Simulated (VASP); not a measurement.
# Mn (Pm-3m) in VASP: notebook, part 2 of 2

VASP 6.6.1. Earlier steps stand in the parts before.

## (4) Single point, r2SCAN, collinear spin, antiferromagnetic start (18.00 Å³/atom)

This run uses another cell than the first one, of 18.00 Å³/atom.

POSCAR

```
Mn
1.0
    0.0000000000      2.6207478460      2.6207478460
    2.6207478460      0.0000000000      2.6207478460
    2.6207478460      2.6207478460      0.0000000000
Mn
2
Direct
    1.0000000000      0.0000000000      0.0000000000
    0.5000000000      0.5000000000      0.5000000000
```

INCAR.step1

```
SYSTEM = Mn
PREC = Accurate ; ENCUT = 520
ISMEAR = -1 ; SIGMA = 0.05
LREAL = .FALSE. ; LASPH = .TRUE.
NELM = 150 ; ISPIN = 2
MAGMOM = 3.708 -3.708 ; LMAXMIX = 4
NBANDS = 24 ; GGA = PE
ALGO = Normal ; EDIFF = 1E-4
LWAVE = .TRUE. ; LCHARG = .FALSE.
```

INCAR.step2

```
SYSTEM = Mn
PREC = Accurate ; ENCUT = 520
EDIFF = 1E-6 ; ISMEAR = -1
SIGMA = 0.05 ; LREAL = .FALSE.
LASPH = .TRUE. ; NELM = 150
ALGO = Normal ; ISIF = 2
LWAVE = .FALSE. ; LCHARG = .TRUE.
ISPIN = 2 ; MAGMOM = 3.708 -3.708
LORBIT = 11 ; LMAXMIX = 4
METAGGA = R2SCAN ; LMIXTAU = .TRUE.
LELF = .TRUE. ; LVHAR = .TRUE.
NBANDS = 24 ; ISTART = 1
```

KPOINTS

```
Automatic mesh
0
G
  12 12 12
  0 0 0
```

On the command line:

```bash
> cat potpaw_PBE.64/Mn_pv/POTCAR > POTCAR
> cp INCAR.step1 INCAR
> mpirun -np 1 vasp_std > vasp.out
> cp INCAR.step2 INCAR
> mpirun -np 1 vasp_std > vasp.out
```

Run time: 7.8 min. Hardware: 1 thread of Intel Xeon Platinum 8259CL at 2.50GHz (Skylake/Cascade Lake), shared host; peak memory 0.24 GiB.

It converged, with:

```yaml
Free_energy: -28.3742 eV
Pressure: -2.7 GPa
Band_gap_on_the_k_mesh: zero (filled and empty bands overlap)
Net_moment: 0.00 μB per cell
Site_moments: Mn +3.96, -3.96 μB
Valence_electrons_inside_the_program's_atomic_spheres: Mn 11.49
```

Levels at points of the mesh, in eV from the Fermi level:
Spin up:
```tsv
k point	band 9	band 10	band 11	band 12	band 13	band 14	band 15	band 16	band 17	band 18
(0.00, 0.00, 0.00)	-4.13	-4.10	-4.10	-4.10	1.60	1.60	1.60	1.89	1.89	8.78
(0.50, 0.00, 0.00)	-3.89	-3.41	-3.36	-3.36	-1.90	0.12	0.12	1.71	1.71	2.32
(0.50, 0.50, 0.00)	-3.81	-3.30	-3.30	-2.38	-1.96	1.16	1.99	2.03	2.03	3.30
```
Spin down:
```tsv
k point	band 10	band 11	band 12	band 13	band 14	band 15	band 16	band 17
(0.00, 0.00, 0.00)	-4.10	-4.10	-4.10	1.60	1.60	1.60	1.89	1.89
(0.50, 0.00, 0.00)	-3.41	-3.36	-3.36	-1.90	0.12	0.12	1.71	1.71
(0.50, 0.50, 0.00)	-3.30	-3.30	-2.38	-1.96	1.16	1.99	2.03	2.03
```

Caveat: the antiferromagnetic order is the one typed at the start, and another may lie lower; the PAW data sets were made with another functional, which shifts forces and pressure a little.

## (5) Single point, r2SCAN, collinear spin, antiferromagnetic start (18.67 Å³/atom)

This run uses another cell than the first one, of 18.67 Å³/atom.

POSCAR

```
Mn
1.0
    0.0000000000      2.6527113358      2.6527113358
    2.6527113358      0.0000000000      2.6527113358
    2.6527113358      2.6527113358      0.0000000000
Mn
2
Direct
    1.0000000000      0.0000000000      0.0000000000
    0.5000000000      0.5000000000      0.5000000000
```

INCAR.step1

```
PREC = Accurate
ENCUT = 520
ISMEAR = -1
SIGMA = 0.05
LREAL = F
LASPH = T
NELM = 150
ISPIN = 2
MAGMOM = 3.708 -3.708
LMAXMIX = 4
NBANDS = 24
GGA = PE
ALGO = Normal
EDIFF = 1E-4
LWAVE = T
LCHARG = F
```

INCAR.step2

```
PREC = Accurate
ENCUT = 520
EDIFF = 1E-7
ISMEAR = -1
SIGMA = 0.05
LREAL = F
LASPH = T
NELM = 150
ALGO = Normal
ISIF = 2
LWAVE = F
LCHARG = T
ISPIN = 2
MAGMOM = 3.708 -3.708
LORBIT = 11
LMAXMIX = 4
METAGGA = R2SCAN
LMIXTAU = T
LELF = T
LVHAR = T
NBANDS = 24
ISTART = 1
```

KPOINTS

```
Automatic mesh
0
Gamma
  12 12 12
```

On the command line:

```bash
> cat potpaw_PBE.64/Mn_pv/POTCAR > POTCAR
> cp INCAR.step1 INCAR
> mpirun -np 1 vasp_std > vasp.out
> cp INCAR.step2 INCAR
> mpirun -np 1 vasp_std > vasp.out
```

It took 9.1 min on 1 thread of Intel Xeon Platinum 8259CL at 2.50GHz (Skylake/Cascade Lake), shared host; peak memory 0.24 GiB.

Results (log left out):

```
Free energy                                           : -28.3464 eV
Pressure                                              : -3.9 GPa
Band gap on the k mesh                                : zero (filled and empty bands overlap)
Net moment                                            : 0.00 μB per cell
Site moments                                          : Mn +4.02, -4.02 μB
Valence electrons inside the program's atomic spheres : Mn 11.46
```

Levels at points of the mesh, in eV from the Fermi level:
Spin up:
```tsv
k point	band 10	band 11	band 12	band 13	band 14	band 15	band 16	band 17
(0.00, 0.00, 0.00)	-4.10	-4.10	-4.10	1.58	1.58	1.58	1.84	1.84
(0.50, 0.00, 0.00)	-3.42	-3.42	-3.34	-2.01	0.17	0.17	1.72	1.72
(0.50, 0.50, 0.00)	-3.36	-3.36	-2.37	-1.93	1.13	1.95	2.02	2.02
```
Spin down:
| k point | band 10 | band 11 | band 12 | band 13 | band 14 | band 15 | band 16 | band 17 |
| --- | --- | --- | --- | --- | --- | --- | --- | --- |
| (0.00, 0.00, 0.00) | -4.10 | -4.10 | -4.10 | 1.58 | 1.58 | 1.58 | 1.84 | 1.84 |
| (0.50, 0.00, 0.00) | -3.42 | -3.42 | -3.34 | -2.01 | 0.17 | 0.17 | 1.72 | 1.72 |
| (0.50, 0.50, 0.00) | -3.36 | -3.36 | -2.37 | -1.93 | 1.13 | 1.95 | 2.02 | 2.02 |

Caveat: the cell stands under tension; the antiferromagnetic order is the one typed at the start, and another may lie lower; the PAW data sets were made with another functional, which shifts forces and pressure a little.

## (6) Single point, r2SCAN0, collinear spin, antiferromagnetic start

POSCAR

```
Mn
1.0
    0.0000000000      2.5543709418      2.5543709418
    2.5543709418      0.0000000000      2.5543709418
    2.5543709418      2.5543709418      0.0000000000
Mn
2
Direct
    1.0000000000      0.0000000000      0.0000000000
    0.5000000000      0.5000000000      0.5000000000
```

INCAR.step1

```
PREC     = Accurate       # precision mode
ENCUT    = 520            # plane-wave cutoff, eV
EDIFF    = 1E-5           # SCF threshold, eV
ISMEAR   = -1             # smearing method
SIGMA    = 0.1            # smearing width, eV
LREAL    = F              # projectors in reciprocal space
LASPH    = T              # aspherical terms in the spheres
NELM     = 150            # most SCF steps
ALGO     = Normal         # electronic algorithm
ISIF     = 2              # what is computed and relaxed
LWAVE    = T              # write WAVECAR
ISPIN    = 2              # spin polarisation
MAGMOM   = 3.708 -3.708   # initial moments
LORBIT   = 11             # projections on sites
LMAXMIX  = 4              # l up to which the mixer works
GGA      = PE             # functional
NBANDS   = 24             # bands
KPAR     = 4
```

INCAR.step2

```
PREC     = Accurate       # precision mode
ENCUT    = 520            # plane-wave cutoff, eV
EDIFF    = 1E-6           # SCF threshold, eV
ISMEAR   = -1             # smearing method
SIGMA    = 0.1            # smearing width, eV
LREAL    = F              # projectors in reciprocal space
LASPH    = T              # aspherical terms in the spheres
NELM     = 150            # most SCF steps
ALGO     = Normal         # electronic algorithm
ISIF     = 2              # what is computed and relaxed
LWAVE    = F              # write WAVECAR
LCHARG   = T              # write CHGCAR
ISPIN    = 2              # spin polarisation
MAGMOM   = 3.708 -3.708   # initial moments
LORBIT   = 11             # projections on sites
LMAXMIX  = 4              # l up to which the mixer works
METAGGA  = R2SCAN         # meta-GGA
LHFCALC  = T              # exact exchange
AEXX     = 0.25           # exact-exchange fraction
LMIXTAU  = T            
PRECFOCK = Normal       
LVHAR    = T            
ISTART   = 1            
NBANDS   = 24             # bands
KPAR     = 4
```

KPOINTS

```
regular mesh
0
Gamma
  6 6 6
```

Potentials or basis: VASP PAW PBE potentials, release 64 (Mn_pv).

On the command line:

```bash
> cat potpaw_PBE.64/Mn_pv/POTCAR > POTCAR
> cp INCAR.step1 INCAR
> mpirun -np 4 vasp_std > vasp.out
> cp INCAR.step2 INCAR
> mpirun -np 4 vasp_std > vasp.out
```

Wall time 45 min (4 MPI ranks of AMD EPYC 9R45 (Zen 5), shared host); peak memory 0.19 GiB.

Results (log left out):

```
Free energy                                           : -36.6817 eV
Pressure                                              : 14.9 GPa
Band gap on the k mesh                                : zero (filled and empty bands overlap)
Net moment                                            : 0.00 μB per cell
Site moments                                          : Mn +4.31, -4.31 μB
Valence electrons inside the program's atomic spheres : Mn 11.54
```

Levels at points of the mesh, in eV from the Fermi level:
Spin up:
| k point | band 9 | band 10 | band 11 | band 12 | band 13 | band 14 | band 15 | band 16 | band 17 | band 18 |
| --- | --- | --- | --- | --- | --- | --- | --- | --- | --- | --- |
| (0.00, 0.00, 0.00) | -7.40 | -7.40 | -7.33 | -7.33 | 2.78 | 2.78 | 2.78 | 3.31 | 3.31 | 9.69 |
| (0.50, 0.00, 0.00) | -7.20 | -6.62 | -6.62 | -5.35 | -4.00 | 0.90 | 0.90 | 3.21 | 3.21 | 3.73 |
| (0.50, 0.50, 0.00) | -6.99 | -6.57 | -6.57 | -3.86 | -3.85 | 1.67 | 3.31 | 3.31 | 3.53 | 3.63 |
Spin down:
| k point | band 9 | band 10 | band 11 | band 12 | band 13 | band 14 | band 15 | band 16 | band 17 | band 18 |
| --- | --- | --- | --- | --- | --- | --- | --- | --- | --- | --- |
| (0.00, 0.00, 0.00) | -7.40 | -7.40 | -7.33 | -7.33 | 2.78 | 2.78 | 2.78 | 3.31 | 3.31 | 9.69 |
| (0.50, 0.00, 0.00) | -7.20 | -6.62 | -6.62 | -5.35 | -4.00 | 0.90 | 0.90 | 3.21 | 3.21 | 3.73 |
| (0.50, 0.50, 0.00) | -6.99 | -6.57 | -6.57 | -3.86 | -3.85 | 1.67 | 3.31 | 3.31 | 3.53 | 3.63 |

Caveat: the cell stands under pressure; the antiferromagnetic order is the one typed at the start, and another may lie lower; the PAW data sets were made with another functional, which shifts forces and pressure a little.

## (7) The runs side by side

```csv
level,cell,k mesh,smearing,grid for exact exchange (PRECFOCK),share of exact exchange,gap on the mesh (eV),pressure (GPa),moment (μB)
r2SCAN,"a = 3.612 Å, angles 60.0°, 2 atoms",12 × 12 × 12,fermi-dirac 0.05 eV,-,-,none,0.1,0.00
r2SCAN,"a = 3.660 Å, angles 60.0°, 2 atoms",12 × 12 × 12,fermi-dirac 0.05 eV,-,-,none,-1.3,0.00
r2SCAN,"a = 3.706 Å, angles 60.0°, 2 atoms",12 × 12 × 12,fermi-dirac 0.05 eV,-,-,none,-2.7,0.00
r2SCAN,"a = 3.752 Å, angles 60.0°, 2 atoms",12 × 12 × 12,fermi-dirac 0.05 eV,-,-,none,-3.9,0.00
r2SCAN0,"a = 3.612 Å, angles 60.0°, 2 atoms",6 × 6 × 6,fermi-dirac 0.1 eV,Normal,0.25,none,14.9,0.00
```

Alike in all rows: task single point; potentials or basis VASP PAW PBE potentials, release 64 (Mn_pv); spin collinear, antiferromagnetic start; cutoff (eV) 520.

Caveats: the antiferromagnetic order is the one typed at the start, and another may lie lower; the PAW data sets were made with another functional, which shifts forces and pressure a little; the cell stands under tension (at least some runs); the cell stands under pressure (at least some runs).

Total energies depend on the potentials used, so only differences within one code and one set of settings carry meaning.
